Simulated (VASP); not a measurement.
# BeAu (P2_13) in VASP: electric field gradients with LDA

Aim: the electric field gradients of BeAu with LDA.

All numbers are computed with VASP 6.6.1; they aren't measurements. Logs are shortened: lines on timing, memory, paths and dates and some standing lists are left out, and cuts for length are marked.

## (1) The cell of the first run

The structure is cubic, space group P2_13 (No. 198). Conventional cell: a = 4.621 Å, b = 4.621 Å, c = 4.621 Å, α = 90.00°, β = 90.00°, γ = 90.00°. Within 3.3 Å of Be (site symmetry 3) lie 7 Au at 2.46 to 2.48 Å and 6 Be at 2.86 Å. Within 3.3 Å of Au (site symmetry 3) lie 7 Be at 2.46 to 2.48 Å and 6 Au at 2.85 Å.

## (2) Electric field gradients, LDA

The input, INCAR:

```
ALGO = Fast
EDIFF = 1E-8
ENCUT = 520
GGA = CA
ISIF = 2
ISMEAR = -1
LASPH = True
LCHARG = False
LEFG = True
LREAL = False
LWAVE = False
NBANDS = 36
NELM = 100
PREC = Accurate
SIGMA = 0.15
```

The input, KPOINTS:

```
k-points
0
Gamma
  8 8 8
```

The input, POSCAR:

```
BeAu
1.0
    4.6206385368      0.0000000000      0.0000000000
    0.0000000000      4.6206385368      0.0000000000
    0.0000000000      0.0000000000      4.6206385368
Be Au
4 4
Direct
    0.8456522913      0.8456522913      0.8456522913
    0.6543477087      0.1543477087      0.3456522913
    0.3456522913      0.6543477087      0.1543477087
    0.1543477087      0.3456522913      0.6543477087
    0.1534404937      0.1534404937      0.1534404937
    0.3465595063      0.8465595063      0.6534404937
    0.6534404937      0.3465595063      0.8465595063
    0.8465595063      0.6534404937      0.3465595063
```

Potentials or basis: VASP PAW LDA potentials, release 64 (Be, Au).

Command:

```console
cat potpaw_LDA.64/Be/POTCAR potpaw_LDA.64/Au/POTCAR > POTCAR
mpirun -np 1 vasp_std > vasp.out
```

OUTCAR:

```text
EDIFF = 1E-8
   ENCUT = 520
   GGA = CA
   ISIF = 2
   ISMEAR = -1
   LASPH = True
   LREAL = False
   NELM = 100
   PREC = Accurate

 ion  position               nearest neighbor table
   1  0.846  0.846  0.846-   5 2.46   6 2.47   7 2.47   8 2.47   7 2.48   8 2.48   6 2.48
   2  0.654  0.154  0.346-   6 2.46   5 2.47   7 2.47   8 2.47   7 2.48   8 2.48   5 2.48
   3  0.346  0.654  0.154-   7 2.46   6 2.47   5 2.47   8 2.47   8 2.48   6 2.48   5 2.48
   4  0.154  0.346  0.654-   8 2.46   6 2.47   7 2.47   5 2.47   6 2.48   5 2.48   7 2.48
   5  0.153  0.153  0.153-   1 2.46   2 2.47   3 2.47   4 2.47   3 2.48   4 2.48   2 2.48   6 2.85
                             7 2.85   8 2.85   6 2.85   8 2.85   7 2.85
   6  0.347  0.847  0.653-   2 2.46   1 2.47   3 2.47   4 2.47   3 2.48   4 2.48   1 2.48   8 2.85
                             5 2.85   5 2.85   7 2.85   7 2.85   8 2.85
   7  0.653  0.347  0.847-   3 2.46   2 2.47   1 2.47   4 2.47   4 2.48   2 2.48   1 2.48   8 2.85
                             5 2.85   8 2.85   6 2.85   6 2.85   5 2.85
   8  0.847  0.653  0.347-   4 2.46   2 2.47   3 2.47   1 2.47   2 2.48   1 2.48   3 2.48   7 2.85
                             5 2.85   7 2.85   5 2.85   6 2.85   6 2.85

  LATTYP: Found a simple cubic cell.
 ALAT       =     4.6206385368

  Lattice vectors:

 A1 = (   4.6206385368,   0.0000000000,   0.0000000000)
 A2 = (   0.0000000000,   4.6206385368,   0.0000000000)
 A3 = (   0.0000000000,   0.0000000000,   4.6206385368)

Analysis of symmetry for initial positions (statically):
=====================================================================
 Subroutine PRICEL returns:
 Original cell was already a primitive cell.

 Routine SETGRP: Setting up the symmetry group for a
 simple cubic supercell.

 Subroutine GETGRP returns: Found 12 space group operations
 (whereof  3 operations were pure point group operations)
 out of a pool of 48 trial point group operations.

The static configuration has the point symmetry C_3 .
 The point group associated with its full space group is T   .

Analysis of symmetry for dynamics (positions and initial velocities):
=====================================================================
 Subroutine PRICEL returns:
 Original cell was already a primitive cell.

 Routine SETGRP: Setting up the symmetry group for a
[... 1116 lines left out ...]
  Direction    XX          YY          ZZ          XY          YZ          ZX
  --------------------------------------------------------------------------------------
  -------------------------------------------------------------------------------------
  Total        0.3177047      0.3177047      0.3177047      0.0000000      0.0000000      0.0000000
  in kB        5.1597449      5.1597449      5.1597449      0.0000000      0.0000000      0.0000000
  external PRESSURE =       5.1597449 kB  Pullay stress =       0.0000000 kB

 VOLUME and BASIS-vectors are now :
 -----------------------------------------------------------------------------
  energy-cutoff  :      520.00
  volume of cell :       98.65
      direct lattice vectors                 reciprocal lattice vectors
     4.620638537  0.000000000  0.000000000     0.216420305  0.000000000  0.000000000
     0.000000000  4.620638537  0.000000000     0.000000000  0.216420305  0.000000000
     0.000000000  0.000000000  4.620638537     0.000000000  0.000000000  0.216420305

 POSITION                                       TOTAL-FORCE (eV/Angst)
 -----------------------------------------------------------------------------------
      3.90745      3.90745      3.90745         0.002108      0.002108      0.002108
      3.02350      0.71318      1.59713        -0.002108     -0.002108      0.002108
      1.59713      3.02350      0.71318         0.002108     -0.002108     -0.002108
      0.71318      1.59713      3.02350        -0.002108      0.002108     -0.002108
      0.70899      0.70899      0.70899        -0.000437     -0.000437     -0.000437
      1.60133      3.91165      3.01931         0.000437      0.000437     -0.000437
      3.01931      1.60133      3.91165        -0.000437      0.000437      0.000437
      3.91165      3.01931      1.60133         0.000437     -0.000437      0.000437
 -----------------------------------------------------------------------------------
    total drift:                               -0.000000     -0.000000     -0.000000

  FREE ENERGIE OF THE ION-ELECTRON SYSTEM (eV)
  ---------------------------------------------------
  free  energy   TOTEN  =       -36.2782656642 eV

  energy  without entropy=      -36.1591387639  energy(sigma->0) =      -36.21870221

 Electric field gradients (V/A^2)
---------------------------------------------------------------------
 ion       V_xx      V_yy      V_zz      V_xy      V_xz      V_yz
---------------------------------------------------------------------
   1      -0.000     0.000    -0.000    -0.921    -0.921    -0.921
   2      -0.000     0.000    -0.000    -0.921     0.921     0.921
   3       0.000     0.000    -0.000     0.921     0.921    -0.921
   4      -0.000     0.000    -0.000     0.921    -0.921     0.921
   5      -0.000     0.000     0.000   -28.621   -28.621   -28.621
   6      -0.000     0.000     0.000   -28.621    28.621    28.621
   7      -0.000     0.000     0.000    28.621    28.621   -28.621
   8      -0.000     0.000     0.000    28.621   -28.621    28.621
---------------------------------------------------------------------

 Electric field gradients after diagonalization (V/A^2)
 (convention: |V_zz| > |V_xx| > |V_yy|)
----------------------------------------------------------------------
 ion       V_xx      V_yy      V_zz     asymmetry (V_yy - V_xx)/ V_zz
----------------------------------------------------------------------
   1       0.921     0.921    -1.841       0.000
   2       0.921     0.921    -1.841       0.000
   3       0.921     0.921    -1.841       0.000
   4       0.921     0.921    -1.841       0.000
   5      28.621    28.621   -57.242       0.000
   6      28.621    28.621   -57.242       0.000
   7      28.621    28.621   -57.242       0.000
   8      28.621    28.621   -57.242       0.000
----------------------------------------------------------------------

           NMR quadrupolar parameters

 Cq : quadrupolar parameter    Cq=e*Q*V_zz/h
 eta: asymmetry parameters     (V_yy - V_xx)/ V_zz
 Q  : nuclear electric quadrupole moment in mb (millibarn)
----------------------------------------------------------------------
 ion       Cq(MHz)       eta       Q (mb)
----------------------------------------------------------------------
   1      -0.004       0.000       1.000
   2      -0.004       0.000       1.000
   3      -0.004       0.000       1.000
   4      -0.004       0.000       1.000
   5      -0.138       0.000       1.000
   6      -0.138       0.000       1.000
   7      -0.138       0.000       1.000
   8      -0.138       0.000       1.000
----------------------------------------------------------------------
```

It took 2.5 min on 1 thread of Intel Xeon Platinum 8259CL at 2.50GHz (Skylake/Cascade Lake), shared host; peak memory 0.26 GiB.

Results:

| Item | Value |
| --- | --- |
| Free energy | -36.2783 eV |
| Pressure | 0.5 GPa |
| Largest force | 0.004 eV/Å |
| Band gap on the k mesh | zero (bands 26 and 27 overlap by 1.98 eV) |
| Largest electric field gradient by atom | Be -1.8; Au -57.2 V/Å² |

Forces in eV/Å, atoms in the order of the input:
```
Be   0.002  0.002  0.002
Be  -0.002 -0.002  0.002
Be   0.002 -0.002 -0.002
Be  -0.002  0.002 -0.002
Au   0.000  0.000  0.000
Au   0.000  0.000  0.000
Au   0.000  0.000  0.000
Au   0.000  0.000  0.000
```

Levels at points of the mesh, in eV from the Fermi level:
```csv
k point,band 23,band 24,band 25,band 26,band 27,band 28,band 29,band 30
"(0.00, 0.00, 0.00)",-2.42,-2.42,-0.44,-0.44,-0.44,4.37,4.37,4.71
"(0.50, 0.00, 0.00)",-1.97,-1.97,-0.51,-0.51,1.04,1.04,2.99,2.99
"(0.50, 0.50, 0.00)",-3.64,-3.64,0.23,0.23,1.17,1.17,3.59,3.59
"(0.50, 0.50, 0.50)",-3.59,-3.59,-1.75,-1.75,-1.75,-1.75,6.91,6.91
```

Electric field gradients, principal values (V/Å²):
| atom | least | middle | greatest (by size) |
| --- | --- | --- | --- |
| 1 Be | 0.921 | 0.921 | -1.841 |
| 2 Be | 0.921 | 0.921 | -1.841 |
| 3 Be | 0.921 | 0.921 | -1.841 |
| 4 Be | 0.921 | 0.921 | -1.841 |
| 5 Au | 28.621 | 28.621 | -57.242 |
| 6 Au | 28.621 | 28.621 | -57.242 |
| 7 Au | 28.621 | 28.621 | -57.242 |
| 8 Au | 28.621 | 28.621 | -57.242 |

Caveat: without QUAD_EFG the Cq values of the log hold for a quadrupole moment of 1 mb, not for the nuclei; spin-orbit coupling is left out, which moves the levels of the heavy elements.
